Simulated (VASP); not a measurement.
# Os (C2/m) in VASP: notebook

The runs below take Os through single point, with LDA.

Program: VASP 6.6.1. These are calculated values, not measurements. Logs are shortened: lines on timing, memory, paths and dates and some standing lists are left out, and cuts for length are marked.

**1. The cell of the first run**

It takes space group C2/m (No. 12, monoclinic). Conventional cell: a = 4.730 Å, b = 2.731 Å, c = 4.424 Å, α = 90.00°, β = 90.00°, γ = 90.00°. Within 2.4 Å of Os (site symmetry m) lie 3 Os at 1.74 to 2.39 Å.

**2. Single point, LDA (shortest bond scaled by 0.64)**

File INCAR:

```
  PREC = Accurate
  ENCUT = 560
  EDIFF = 1E-6
  ISMEAR = -1
  SIGMA = 0.05
  LREAL = False
  LASPH = True
  NELM = 120
  ALGO = Normal
  ISIF = 2
  LWAVE = False
  LCHARG = False
  NBANDS = 23
  GGA_COMPAT = False
```

File KPOINTS:

```
Automatic mesh
0
Gamma
  13 13 7
```

File POSCAR:

```
Os
1.0
    2.7305981567      0.0000000000      0.0000000000
   -1.3652990784      2.3647673712      0.0000000000
    0.0000000000      0.0000000000      4.4235690139
Os
2
Direct
    0.2133333333      0.6066666667      0.1600000000
    0.7866666667      0.3933333333      0.8400000000
```

Potentials or basis: VASP PAW LDA potentials, release 64 (Os_sv_GW).

Launch:

```console
> cat potpaw_LDA.64/Os_sv_GW/POTCAR > POTCAR
> mpirun -np 1 vasp_std > vasp.out
```

OUTCAR:

```text
PREC = Accurate
   ENCUT = 560
   EDIFF = 1E-6
   ISMEAR = -1
   LREAL = False
   LASPH = True
   NELM = 120
   ISIF = 2

 ion  position               nearest neighbor table
   1  0.213  0.607  0.160-   2 1.74   2 2.39   2 2.39   2 3.17   2 3.24   2 3.24
   2  0.787  0.393  0.840-   1 1.74   1 2.39   1 2.39   1 3.17   1 3.24   1 3.24

  LATTYP: Found a hexagonal cell.
 ALAT       =     2.7305981567
 C/A-ratio  =     1.6200000000

  Lattice vectors:

 A1 = (   2.7305981567,   0.0000000000,   0.0000000000)
 A2 = (  -1.3652990784,   2.3647673712,   0.0000000000)
 A3 = (   0.0000000000,   0.0000000000,   4.4235690139)

Analysis of symmetry for initial positions (statically):
=====================================================================
 Subroutine PRICEL returns:
 Original cell was already a primitive cell.

 Routine SETGRP: Setting up the symmetry group for a
 hexagonal supercell.

 Subroutine GETGRP returns: Found  4 space group operations
 (whereof  4 operations were pure point group operations)
 out of a pool of 24 trial point group operations.

The static configuration has the point symmetry C_2h.

Analysis of symmetry for dynamics (positions and initial velocities):
=====================================================================
 Subroutine PRICEL returns:
 Original cell was already a primitive cell.

 Routine SETGRP: Setting up the symmetry group for a
 hexagonal supercell.

 Subroutine GETGRP returns: Found  4 space group operations
 (whereof  4 operations were pure point group operations)
 out of a pool of 24 trial point group operations.

The dynamic configuration has the point symmetry C_2h.

 Subroutine INISYM returns: Found  4 space group operations
 (whereof  4 operations are pure point group operations),
 and found     1 'primitive' translations

----------------------------------------------------------------------------------------

                                     Primitive cell

  volume of cell :      28.5640

  direct lattice vectors                    reciprocal lattice vectors
     2.730598157  0.000000000  0.000000000     0.366220126  0.211437288  0.000000000
    -1.365299078  2.364767371  0.000000000     0.000000000  0.422874576  0.000000000
     0.000000000  0.000000000  4.423569014     0.000000000  0.000000000  0.226061806

  length of vectors
     2.730598157  2.730598157  4.423569014     0.422874576  0.422874576  0.226061806
[... 76 lines left out ...]
   LNONCOLLINEAR =      F non collinear calculations
   LSORBIT =      F    spin-orbit coupling
   LASPH  =      T    aspherical Exc in radial PAW
   ENCUT  =  560.0 eV  41.16 Ry    6.42 a.u.   5.27  5.27  8.54*2*pi/ulx,y,z
   NELM   =    120;   NELMIN=  2; NELMDL= -5     # of ELM steps
   EDIFF  = 0.1E-05   stopping-criterion for ELM
   LREAL  =      F    real-space projection
   EDIFFG = 0.1E-04   stopping-criterion for IOM
   NSW    =      0    number of steps for IOM
   IBRION =     -1    ionic relax: 0-MD 1-quasi-New 2-CG
   NFREE  =      0    steps in history (QN), initial steepest desc. (CG)
   ISIF   =      2    stress and relaxation
   ISYM   =      2    0-nonsym 1-usesym 2-fastsym
   POTIM  = 0.5000    time-step for ionic-motion
   TEBEG  =    0.0;   TEEND  =   0.0 temperature during run
   PSTRESS=    0.0 pullay stress
   NELECT =      32.0000    total number of electrons
   NUPDOWN=      -1.0000    fix difference up-down
   EMIN   =  10.00;   EMAX   =-10.00  energy-range for DOS
   EFERMI =   0.00;   METHOD = LEGACY
   ISMEAR =    -1;   SIGMA  =   0.05  broadening in eV -4-tet -1-fermi 0-gaus
   EFERMI_NEDOS =   21; number of points for ismear=-14 and -15
   IALGO  =     38    algorithm
   IMIX   =      4    mixing-type and parameters
     AMIX     =   0.40;   BMIX     =  1.00
     AMIX_MAG =   1.60;   BMIX_MAG =  1.00
  volume/ion in A,a.u.               =      14.28        96.38
  Fermi-wavevector in a.u.,A,eV,Ry     =   1.700272  3.213049 39.333435  2.890926
  Thomas-Fermi vector in A             =   2.780437
   LORBIT       =      0    0 simple, 1 ext, 2 COOP (PROOUT), +10 PAW based schemes
   GGA     = CA    functional components
   LHFCALC =     F    Hartree Fock is set to
   AEXX    =    0.0000 exact exchange contribution
   IVDW    =     0    specifies the selected vdW correction
   LEPSILON=     F    determine dielectric tensor
   LRPA    =     F    only Hartree local field effects (RPA)
 non-spin polarized calculation
  energy-cutoff  :      560.00
  volume of cell :       28.56
 maximum number of plane-waves:       872
 NGX is ok and might be reduce to    24
   NGX = 11   NGY = 11   NGZ = 17

 number of electron      32.0000000 magnetization

 Free energy of the ion-electron system (eV)
  ---------------------------------------------------
  ext. energy  EPLUGINS =         0.00000000
  ---------------------------------------------------
  free energy    TOTEN  =       -14.03818165 eV

  energy without entropy =      -14.02682385  energy(sigma->0) =      -14.03250275

 E-fermi :  13.9079     XC(G=0): -14.2197

 val. band max:       13.9028609940   @ k =   0.2308  -0.1538   0.4286
 cond. band min:      13.9094374995   @ k =   0.1538   0.4615   0.4286
 fundamental gap:      0.0065765055
 Fermi energy:        13.9079301766

 k-point     1 :       0.0000    0.0000    0.0000
  band No.  band energies     occupation
      1     -74.6785      2.00000
      2     -72.3926      2.00000
      3     -38.2938      2.00000
      4     -33.1125      2.00000
      5     -32.9580      2.00000
      6     -32.5267      2.00000
[... 613 lines left out ...]
     22      23.9597      0.00000
     23      28.2558      0.00000

 [... further k-points ...]

------------------------ aborting loop because EDIFF is reached ----------------------------------------

  FORCE on cell =-STRESS in cart. coord.  units (eV):
  Direction    XX          YY          ZZ          XY          YZ          ZX
  --------------------------------------------------------------------------------------
  -------------------------------------------------------------------------------------
  Total       41.0456628     19.4762981     63.0291347     18.6796178     18.7216264     32.4268071
  in kB     2302.2836610   1092.4409507   3535.3539689   1047.7545217   1050.1108172   1818.8452329
  external PRESSURE =    2310.0261935 kB  Pullay stress =       0.0000000 kB

 VOLUME and BASIS-vectors are now :
 -----------------------------------------------------------------------------
  energy-cutoff  :      560.00
  volume of cell :       28.56
      direct lattice vectors                 reciprocal lattice vectors
     2.730598157  0.000000000  0.000000000     0.366220126  0.211437288  0.000000000
    -1.365299078  2.364767371  0.000000000     0.000000000  0.422874576  0.000000000
     0.000000000  0.000000000  4.423569014     0.000000000  0.000000000  0.226061806

 POSITION                                       TOTAL-FORCE (eV/Angst)
 -----------------------------------------------------------------------------------
     -0.24575      1.43463      0.70777        23.094067     13.333366     46.890983
      1.61105      0.93014      3.71580       -23.094067    -13.333366    -46.890983
 -----------------------------------------------------------------------------------
    total drift:                                0.000000      0.000000     -0.000000

  FREE ENERGIE OF THE ION-ELECTRON SYSTEM (eV)
  ---------------------------------------------------
  free  energy   TOTEN  =       -14.0381816549 eV

  energy  without entropy=      -14.0268238500  energy(sigma->0) =      -14.03250275
```

OSZICAR:

```text
N       E                     dE             d eps       ncg     rms          rms(c)
DAV:   1     0.368260190773E+03    0.36826E+03   -0.23818E+04 15356   0.157E+03
DAV:   2    -0.263438767579E+01   -0.37089E+03   -0.35393E+03 18221   0.497E+02
DAV:   3    -0.151746298604E+02   -0.12540E+02   -0.12420E+02 17654   0.895E+01
DAV:   4    -0.152331791146E+02   -0.58549E-01   -0.58523E-01 16542   0.678E+00
DAV:   5    -0.152335262436E+02   -0.34713E-03   -0.34710E-03 17780   0.439E-01    0.165E+02
DAV:   6    -0.142593946952E+02    0.97413E+00   -0.10638E+00 15939   0.837E+00    0.921E+01
DAV:   7    -0.140555143114E+02    0.20388E+00   -0.76952E-01 17068   0.735E+00    0.702E+00
DAV:   8    -0.140387404562E+02    0.16774E-01   -0.73986E-02 15484   0.266E+00    0.148E+00
DAV:   9    -0.140383524734E+02    0.38798E-03   -0.18616E-03 17761   0.409E-01    0.274E-01
DAV:  10    -0.140381821029E+02    0.17037E-03   -0.54764E-04 15750   0.233E-01    0.103E-01
DAV:  11    -0.140381816549E+02    0.44793E-06   -0.99467E-06 17787   0.328E-02
   1 F= -.14038182E+02 E0= -.14032503E+02  d E =-.113578E-01
```

stdout:

```text
POSCAR found type information on POSCAR Os
 POSCAR found :  1 types and       2 ions
 scaLAPACK will be used
 LDA part: xc-table for (Slater(with rela. corr.)+CA(PZ))
 , standard interpolation
 POSCAR, INCAR and KPOINTS ok, starting setup
 FFT: planning ... GRIDC
 FFT: planning ... GRID_SOFT
 FFT: planning ... GRID
 WAVECAR not read
 entering main loop
```

Wall time 2.1 min (1 thread of Intel Xeon Platinum 8488C (Sapphire Rapids), shared host); peak memory 0.3 GiB.

What came out:

| Quantity | Value |
| --- | --- |
| Free energy | -14.0382 eV |
| Pressure | 231.0 GPa |
| Largest force | 53.943 eV/Å |
| Band gap on the k mesh | zero (bands 16 and 17 overlap by 2.58 eV) |

Forces in eV/Å, atoms in the order of the input:
```
Os   23.094  13.333  46.891
Os  -23.094 -13.333 -46.891
```

Caveat: the cell differs from its parent crystal (shortest bond scaled by 0.64); atoms lie so close that the PAW spheres overlap strongly, which falsifies energies and pressures; the stress differs along the axes, from 109 to 354 GPa; spin-orbit coupling is left out, which moves the levels of the heavy elements; forces of over 1 eV/Å act on the atoms, so gaps and moduli don't describe the material at rest.

**3. Single point, LDA (shortest bond scaled by 0.64)**

File INCAR:

```
SYSTEM = Os
ALGO = Normal
EDIFF = 1E-6
ENCUT = 560
GGA = CA
GGA_COMPAT = .FALSE.
ISIF = 2
ISMEAR = -1
LASPH = .TRUE.
LCHARG = .FALSE.
LREAL = .FALSE.
LWAVE = .FALSE.
NBANDS = 23
NELM = 120
PREC = Accurate
SIGMA = 0.05
```

File KPOINTS:

```
k-points
0
G
  13 13 7
  0 0 0
```

POSCAR is that of step 2.

Potentials or basis: VASP PAW LDA potentials, release 64 (Os_sv_GW).

Launch:

```console
> cat potpaw_LDA.64/Os_sv_GW/POTCAR > POTCAR
> mpirun -np 1 vasp_std > vasp.out
```

Wall time 63 s (1 thread of Intel Xeon 6975P-C (Granite Rapids), shared host); peak memory 0.31 GiB.

Results (log left out):

```yaml
Free_energy: -14.0382 eV
Pressure: 231.0 GPa
Largest_force: 53.943 eV/Å
Band_gap_on_the_k_mesh: zero (bands 16 and 17 overlap by 2.58 eV)
```

Forces in eV/Å, atoms in the order of the input:
```
Os   23.094  13.333  46.891
Os  -23.094 -13.333 -46.891
```

Stress tensor (GPa, compression positive):
```
230.23 104.78 181.88
104.78 109.24 105.01
181.88 105.01 353.54
```

Levels at points of the mesh, in eV from the Fermi level:
```
           k point  band 12  band 13  band 14  band 15  band 16  band 17  band 18  band 19  band 20  band 21
(0.00, 0.00, 0.00)    -7.52    -6.69    -4.95    -3.57    -0.82     0.98     1.26     2.80     4.63     7.09
```

Caveat: the cell differs from its parent crystal (shortest bond scaled by 0.64); atoms lie so close that the PAW spheres overlap strongly, which falsifies energies and pressures; the stress differs along the axes, from 109 to 354 GPa; spin-orbit coupling is left out, which moves the levels of the heavy elements; forces of over 1 eV/Å act on the atoms, so gaps and moduli don't describe the material at rest.
